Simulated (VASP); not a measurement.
# HC64 (a cell with a defect) in VASP: single point with PBEsol

Aim: the single point of HC64 (a cell with a defect) with PBEsol.

All numbers are computed with VASP 6.6.1; they aren't measurements. Logs are shortened: lines on timing, memory, paths and dates and some standing lists are left out, and cuts for length are marked.

## 1. The cell of the first run

The cell holds a defect, 65 atoms: a = 7.108 Å, b = 7.108 Å, c = 7.108 Å, α = 90.00°, β = 90.00°, γ = 90.00°.

## 2. Single point, PBEsol

File INCAR:

```
PREC = Accurate
ENCUT = 520
EDIFF = 1E-6
ISMEAR = -1
SIGMA = 0.05
LREAL = Auto
LASPH = True
NELM = 120
ALGO = Normal
ISIF = 2
LWAVE = False
LCHARG = True
GGA = PS
LELF = True
LVHAR = True
NBANDS = 166
NELECT = 256.0
GGA_COMPAT = False
```

File KPOINTS:

```
regular mesh
0
Gamma
  1 1 1
```

File POSCAR:

```
HC64
1.0
    7.1076060000      0.0000000000      0.0000000000
    0.0000000000      7.1076060000      0.0000000000
    0.0000000000      0.0000000000      7.1076060000
C H
64 1
Direct
    0.9998500000      0.9968340000      0.9998240000
    0.0005980000      0.9980310000      0.5005250000
    0.9985590000      0.4966740000      0.9984980000
    0.9998640000      0.4977450000      0.4992560000
    0.5003990000      0.9981540000      0.0008430000
    0.5010620000      0.9993790000      0.5011610000
    0.4999140000      0.4979270000      0.9998100000
    0.5081020000      0.5004460000      0.5072580000
    0.1245620000      0.1211530000      0.1244240000
    0.1255890000      0.1232160000      0.6256720000
    0.1233290000      0.6241160000      0.1234660000
    0.1267410000      0.6227720000      0.6252540000
    0.6251660000      0.1233870000      0.1259250000
    0.6260540000      0.1238050000      0.6259800000
    0.6256840000      0.6224310000      0.1259020000
    0.6300830000      0.6253790000      0.6301240000
    0.2490010000      0.2449090000      0.9972360000
    0.2500750000      0.2471620000      0.4994960000
    0.2507990000      0.7478910000      0.0001460000
    0.2515110000      0.7525100000      0.5039940000
    0.7494970000      0.2475030000      0.0000310000
    0.7503760000      0.2480470000      0.5005580000
    0.7505760000      0.7478140000      0.0008830000
    0.7522350000      0.7488940000      0.5014810000
    0.3745560000      0.3695180000      0.1209640000
    0.3760760000      0.3741540000      0.6265310000
    0.3753270000      0.8735050000      0.1257910000
    0.3771420000      0.8763360000      0.6286490000
    0.8739420000      0.3721810000      0.1247940000
    0.8757850000      0.3730940000      0.6255920000
    0.8755530000      0.8727920000      0.1258290000
    0.8766680000      0.8736290000      0.6261510000
    0.2502220000      0.9978840000      0.2501310000
    0.2504320000      0.9985420000      0.7510220000
    0.2330690000      0.4814010000      0.2304080000
    0.2506160000      0.4981090000      0.7504390000
    0.7501850000      0.9978850000      0.2504220000
    0.7507290000      0.9981570000      0.7507070000
    0.7504510000      0.4979490000      0.2503060000
    0.7519520000      0.4978380000      0.7518610000
    0.3755290000      0.1231580000      0.3755390000
    0.3757270000      0.1225520000      0.8750630000
    0.3929420000      0.6433490000      0.3922030000
    0.3759040000      0.6235170000      0.8757510000
    0.8742230000      0.1218150000      0.3757880000
    0.8754110000      0.1229500000      0.8754990000
    0.8756950000      0.6233790000      0.3757170000
    0.8759750000      0.6232410000      0.8757870000
    0.9960980000      0.2435720000      0.2483030000
    0.0000930000      0.2476730000      0.7498110000
    0.0004230000      0.7478320000      0.2511710000
    0.0009840000      0.7477350000      0.7502440000
    0.4994030000      0.2483300000      0.2508220000
    0.5005930000      0.2479250000      0.7504440000
    0.5028440000      0.7501930000      0.2496570000
    0.5015680000      0.7492240000      0.7524910000
    0.1181320000      0.3665510000      0.3732100000
    0.1250920000      0.3724780000      0.8742360000
    0.1262120000      0.8738630000      0.3756700000
    0.1257340000      0.8728180000      0.8754820000
    0.6263290000      0.3744000000      0.3759280000
    0.6255800000      0.3730850000      0.8756430000
    0.6276160000      0.8751780000      0.3770180000
    0.6262770000      0.8738190000      0.8768290000
    0.3149650000      0.5009690000      0.3710870000
```

Potentials or basis: VASP PAW PBE potentials, release 64 (C, H).

Run with:

```
$ cat potpaw_PBE.64/C/POTCAR potpaw_PBE.64/H/POTCAR > POTCAR
$ mpirun -np 1 vasp_gam > vasp.out
```

OUTCAR:

```text
PREC = Accurate
   ENCUT = 520
   EDIFF = 1E-6
   ISMEAR = -1
   LREAL = Auto
   LASPH = True
   NELM = 120
   ISIF = 2
   GGA = PS
   NELECT = 256.0

 ion  position               nearest neighbor table
   1  1.000  0.997  1.000-   9 1.53  60 1.54  31 1.54  46 1.54
   2  0.001  0.998  0.501-  32 1.53  59 1.54  45 1.54  10 1.54
   3  0.999  0.497  0.998-  48 1.53  58 1.54  29 1.54  11 1.55
   4  1.000  0.498  0.499-  47 1.53  30 1.54  57 1.54  12 1.55
   5  0.500  0.998  0.001-  64 1.54  27 1.54  42 1.54  13 1.54
   6  0.501  0.999  0.501-  14 1.54  28 1.54  63 1.54  41 1.54
[... 26 lines left out ...]
  33  0.250  0.998  0.250-  59 1.53  27 1.53   9 1.54  41 1.54
  34  0.250  0.999  0.751-  28 1.52  42 1.53  10 1.54  60 1.54
  35  0.233  0.481  0.230-  65 1.17  11 1.49  25 1.50  57 1.54  43 1.98
  36  0.251  0.498  0.750-  26 1.53  12 1.53  58 1.54  44 1.54
  37  0.750  0.998  0.250-  63 1.53  45 1.53  13 1.54  31 1.54
  38  0.751  0.998  0.751-  46 1.54  64 1.54  32 1.54  14 1.54
  39  0.750  0.498  0.250-  61 1.53  15 1.53  29 1.54  47 1.54
  40  0.752  0.498  0.752-  16 1.52  48 1.53  30 1.54  62 1.54
  41  0.376  0.123  0.376-  18 1.53  53 1.53   6 1.54  33 1.54
  42  0.376  0.123  0.875-  17 1.52  34 1.53   5 1.54  54 1.54
  43  0.393  0.643  0.392-  65 1.16  55 1.49  20 1.50   8 1.54  35 1.98
  44  0.376  0.624  0.876-   7 1.53  19 1.53  56 1.54  36 1.54
  45  0.874  0.122  0.376-  49 1.52  37 1.53  22 1.54   2 1.54
  46  0.875  0.123  0.875-  38 1.54   1 1.54  21 1.54  50 1.54
  47  0.876  0.623  0.376-   4 1.53  51 1.53  24 1.54  39 1.54
  48  0.876  0.623  0.876-   3 1.53  40 1.53  52 1.54  23 1.54
  49  0.996  0.244  0.248-  57 1.52  45 1.52  29 1.54   9 1.54
[... 13 lines left out ...]
  63  0.628  0.875  0.377-  37 1.53   6 1.54  24 1.54  55 1.55
  64  0.626  0.874  0.877-  56 1.53   5 1.54  23 1.54  38 1.54
  65  0.315  0.501  0.371-  43 1.16  35 1.17

  LATTYP: Found a simple cubic cell.
 ALAT       =     7.1076060000

  Lattice vectors:

 A1 = (   7.1076060000,   0.0000000000,   0.0000000000)
 A2 = (   0.0000000000,   7.1076060000,   0.0000000000)
 A3 = (   0.0000000000,   0.0000000000,   7.1076060000)

Analysis of symmetry for initial positions (statically):
=====================================================================
 Subroutine PRICEL returns:
 Original cell was already a primitive cell.

 Routine SETGRP: Setting up the symmetry group for a
 simple cubic supercell.

 Subroutine GETGRP returns: Found  1 space group operations
 (whereof  1 operations were pure point group operations)
 out of a pool of 48 trial point group operations.

The static configuration has the point symmetry C_1 .

Analysis of symmetry for dynamics (positions and initial velocities):
=====================================================================
 Subroutine PRICEL returns:
 Original cell was already a primitive cell.

 Routine SETGRP: Setting up the symmetry group for a
 simple cubic supercell.

 Subroutine GETGRP returns: Found  1 space group operations
 (whereof  1 operations were pure point group operations)
 out of a pool of 48 trial point group operations.

The dynamic configuration has the point symmetry C_1 .

 Subroutine INISYM returns: Found  1 space group operations
 (whereof  1 operations are pure point group operations),
 and found     1 'primitive' translations

----------------------------------------------------------------------------------------

                                     Primitive cell

  volume of cell :     359.0625

  direct lattice vectors                    reciprocal lattice vectors
     7.107606000  0.000000000  0.000000000     0.140694349  0.000000000  0.000000000
     0.000000000  7.107606000  0.000000000     0.000000000  0.140694349  0.000000000
     0.000000000  0.000000000  7.107606000     0.000000000  0.000000000  0.140694349

  length of vectors
     7.107606000  7.107606000  7.107606000     0.140694349  0.140694349  0.140694349

  position of ions in fractional coordinates (direct lattice)
     0.999850000  0.996834000  0.999824000
     0.000598000  0.998031000  0.500525000
     0.998559000  0.496674000  0.998498000
     0.999864000  0.497745000  0.499256000
     0.500399000  0.998154000  0.000843000
     0.501062000  0.999379000  0.501161000
[... 57 lines left out ...]
     0.626277000  0.873819000  0.876829000
     0.314965000  0.500969000  0.371087000

  ion indices of the primitive-cell ions
   primitive index   ion index
                 1           1
                 2           2
                 3           3
                 4           4
                 5           5
                 6           6
[... 57 lines left out ...]
                64          64
                65          65

----------------------------------------------------------------------------------------

 KPOINTS: regular mesh

Automatic generation of k-mesh.
 Grid dimensions read from file:
 generate k-points for:    1    1    1

 Generating k-lattice:

  Cartesian coordinates                     Fractional coordinates (reciprocal lattice)
     0.140694349  0.000000000  0.000000000     1.000000000  0.000000000  0.000000000
     0.000000000  0.140694349  0.000000000     0.000000000  1.000000000  0.000000000
     0.000000000  0.000000000  0.140694349     0.000000000  0.000000000  1.000000000

  Length of vectors
     0.140694349  0.140694349  0.140694349

  Shift w.r.t. Gamma in fractional coordinates (k-lattice)
     0.000000000  0.000000000  0.000000000

 Subroutine IBZKPT returns following result:
 ===========================================

 Found      1 irreducible k-points:

 Following reciprocal coordinates:
            Coordinates               Weight
  0.000000  0.000000  0.000000      1.000000
   k-points           NKPTS =      1   k-points in BZ     NKDIM =      1   number of bands    NBANDS=    166
   number of dos      NEDOS =    301   number of ions     NIONS =     65
   total plane-waves  NPLWV = 157464
   dimension x,y,z NGX =    54 NGY =   54 NGZ =   54
   dimension x,y,z NGXF=   108 NGYF=  108 NGZF=  108
   ions per type =              64   1
   NGX,Y,Z   is equivalent  to a cutoff of  12.63, 12.63, 12.63 a.u.
   NGXF,Y,Z  is equivalent  to a cutoff of  25.26, 25.26, 25.26 a.u.
 SYSTEM =  unknown system
   PREC   = accura    normal or accurate (medium, high low for compatibility)
   ISTART =      0    job   : 0-new  1-cont  2-samecut
   ICHARG =      2    charge: 1-file 2-atom 10-const
   ISPIN  =      1    spin polarized calculation?
   LNONCOLLINEAR =      F non collinear calculations
   LSORBIT =      F    spin-orbit coupling
   LASPH  =      T    aspherical Exc in radial PAW
   ENCUT  =  520.0 eV  38.22 Ry    6.18 a.u.  13.22 13.22 13.22*2*pi/ulx,y,z
   NELM   =    120;   NELMIN=  2; NELMDL= -5     # of ELM steps
   EDIFF  = 0.1E-05   stopping-criterion for ELM
   LREAL  =      T    real-space projection
   EDIFFG = 0.1E-04   stopping-criterion for IOM
   NSW    =      0    number of steps for IOM
   IBRION =     -1    ionic relax: 0-MD 1-quasi-New 2-CG
   NFREE  =      0    steps in history (QN), initial steepest desc. (CG)
   ISIF   =      2    stress and relaxation
   ISYM   =      2    0-nonsym 1-usesym 2-fastsym
   POTIM  = 0.5000    time-step for ionic-motion
   TEBEG  =    0.0;   TEEND  =   0.0 temperature during run
   PSTRESS=    0.0 pullay stress
   NELECT =     256.0000    total number of electrons
   NUPDOWN=      -1.0000    fix difference up-down
   EMIN   =  10.00;   EMAX   =-10.00  energy-range for DOS
   EFERMI =   0.00;   METHOD = LEGACY
   ISMEAR =    -1;   SIGMA  =   0.05  broadening in eV -4-tet -1-fermi 0-gaus
   EFERMI_NEDOS =   21; number of points for ismear=-14 and -15
   IALGO  =     38    algorithm
   IMIX   =      4    mixing-type and parameters
     AMIX     =   0.40;   BMIX     =  1.00
     AMIX_MAG =   1.60;   BMIX_MAG =  1.00
  volume/ion in A,a.u.               =       5.52        37.28
  Fermi-wavevector in a.u.,A,eV,Ry     =   1.462508  2.763739 29.101890  2.138929
  Thomas-Fermi vector in A             =   2.578713
   LORBIT       =      0    0 simple, 1 ext, 2 COOP (PROOUT), +10 PAW based schemes
   GGA     = PS    functional components
   LHFCALC =     F    Hartree Fock is set to
   AEXX    =    0.0000 exact exchange contribution
   IVDW    =     0    specifies the selected vdW correction
   LEPSILON=     F    determine dielectric tensor
   LRPA    =     F    only Hartree local field effects (RPA)
 non-spin polarized calculation
  energy-cutoff  :      520.00
  volume of cell :      359.06
 maximum number of plane-waves:      4886
 NGX is ok and might be reduce to    54
   NGX = 27   NGY = 27   NGZ = 27

 number of electron     256.0000002 magnetization

 Free energy of the ion-electron system (eV)
  ---------------------------------------------------
  ext. energy  EPLUGINS =         0.00000000
  ---------------------------------------------------
  free energy    TOTEN  =      -619.56882506 eV

  energy without entropy =     -619.56882488  energy(sigma->0) =     -619.56882497

 E-fermi :  10.8887     XC(G=0): -13.4725

 val. band max:       10.0463885893   @ k =   0.0000   0.0000   0.0000
 cond. band min:      11.7275186796   @ k =   0.0000   0.0000   0.0000
 fundamental gap:      1.6811300903
 Fermi energy:        10.8887076552

 k-point     1 :       0.0000    0.0000    0.0000
  band No.  band energies     occupation
      1     -11.8961      2.00000
      2      -9.9936      2.00000
      3      -9.6670      2.00000
      4      -9.4175      2.00000
      5      -9.4071      2.00000
      6      -9.4016      2.00000
[... 132 lines left out ...]
    139      14.5792      0.00000
    140      14.6334      0.00000
 [bands above 140 left out]

------------------------ aborting loop because EDIFF is reached ----------------------------------------

  FORCE on cell =-STRESS in cart. coord.  units (eV):
  Direction    XX          YY          ZZ          XY          YZ          ZX
  --------------------------------------------------------------------------------------
  -------------------------------------------------------------------------------------
  Total        3.6624292      3.3061094      3.3578878      4.2600202      4.0334163      4.3154136
  in kB       16.3421722     14.7522331     14.9832743     19.0086908     17.9975585     19.2558624
  external PRESSURE =      15.3592265 kB  Pullay stress =       0.0000000 kB

 VOLUME and BASIS-vectors are now :
 -----------------------------------------------------------------------------
  energy-cutoff  :      520.00
  volume of cell :      359.06
      direct lattice vectors                 reciprocal lattice vectors
     7.107606000  0.000000000  0.000000000     0.140694349  0.000000000  0.000000000
     0.000000000  7.107606000  0.000000000     0.000000000  0.140694349  0.000000000
     0.000000000  0.000000000  7.107606000     0.000000000  0.000000000  0.140694349

 POSITION                                       TOTAL-FORCE (eV/Angst)
 -----------------------------------------------------------------------------------
      7.10654      7.08510      7.10636         0.078743      0.047107      0.057865
      0.00425      7.09361      3.55753         0.060668      0.089069      0.061025
      7.09736      3.53016      7.09693         0.124269      0.186174      0.128714
      7.10664      3.53778      3.54851         0.085195      0.053949      0.038430
      3.55664      7.09449      0.00599         0.078966      0.089079      0.055718
      3.56135      7.10319      3.56205         0.074478      0.073715      0.054494
[... 57 lines left out ...]
      4.45133      6.21076      6.23216        -0.082946     -0.056974     -0.047304
      2.23865      3.56069      2.63754        -0.012988      0.090924     -0.102391
 -----------------------------------------------------------------------------------
    total drift:                                0.010551      0.082572      0.007965

  FREE ENERGIE OF THE ION-ELECTRON SYSTEM (eV)
  ---------------------------------------------------
  free  energy   TOTEN  =      -619.5688250645 eV

  energy  without entropy=     -619.5688248790  energy(sigma->0) =     -619.56882497
```

Run time: 2.5 min. Hardware: 1 thread of AMD EPYC 7R43 (Zen 3), shared host; peak memory 0.32 GiB.

Results:

```
Free energy   : -619.5688 eV
Largest force : 0.735 eV/Å
```

Forces on the atoms (eV/Å):
```
C    0.079  0.047  0.058
C    0.061  0.089  0.061
C    0.124  0.186  0.129
C    0.085  0.054  0.038
C    0.079  0.089  0.056
C    0.074  0.074  0.054
C    0.064  0.070  0.091
C    0.133  0.064  0.100
C   -0.056 -0.042 -0.076
C   -0.069 -0.060 -0.056
C   -0.185 -0.025 -0.195
C   -0.054 -0.065 -0.085
C   -0.060 -0.057 -0.072
C   -0.063 -0.048 -0.078
C   -0.079 -0.084 -0.068
C   -0.080 -0.148 -0.091
C    0.148  0.115  0.099
C    0.052  0.109  0.026
C    0.074  0.064  0.090
C   -0.005  0.186  0.142
C    0.049  0.088  0.056
C    0.067  0.058  0.045
C    0.066  0.067  0.056
C    0.050  0.083  0.049
C    0.002 -0.134 -0.177
C   -0.047 -0.030 -0.111
C   -0.064 -0.088 -0.070
C   -0.150 -0.107 -0.118
C   -0.053 -0.044 -0.090
C   -0.067 -0.040 -0.067
C   -0.072 -0.053 -0.075
C   -0.048 -0.051 -0.094
C    0.083  0.077  0.084
C    0.143  0.085  0.099
C    0.384  0.190  0.596
C    0.066  0.062  0.111
C    0.078  0.066  0.181
C    0.074  0.063  0.078
C    0.092  0.063  0.073
C    0.098  0.153  0.110
C   -0.057 -0.099 -0.057
C   -0.142 -0.090 -0.079
C   -0.367 -0.610 -0.182
C   -0.075 -0.089 -0.075
C   -0.090 -0.106 -0.149
C   -0.060 -0.073 -0.063
C   -0.078 -0.078 -0.065
C   -0.076 -0.184 -0.071
C    0.085  0.098  0.148
C    0.063  0.070  0.048
C    0.082  0.057  0.089
C    0.058  0.060  0.058
C    0.049  0.089  0.075
C    0.055  0.056  0.060
C    0.189  0.200  0.001
C    0.055  0.068  0.048
C   -0.132 -0.096 -0.058
C   -0.086 -0.057 -0.065
C   -0.073 -0.094 -0.054
C   -0.080 -0.055 -0.084
C   -0.096 -0.038 -0.050
C   -0.071 -0.050 -0.083
C   -0.132 -0.136 -0.199
C   -0.083 -0.057 -0.047
H   -0.013  0.091 -0.102
```

Caveat: the k points lie up to 0.88 Å⁻¹ apart; the cell carries a net charge on a neutralising background, which shifts energy and pressure; the cell is charged against a uniform background, so pressure and absolute levels hang on convention; the PAW data sets were made with another functional, which shifts forces and pressure a little.
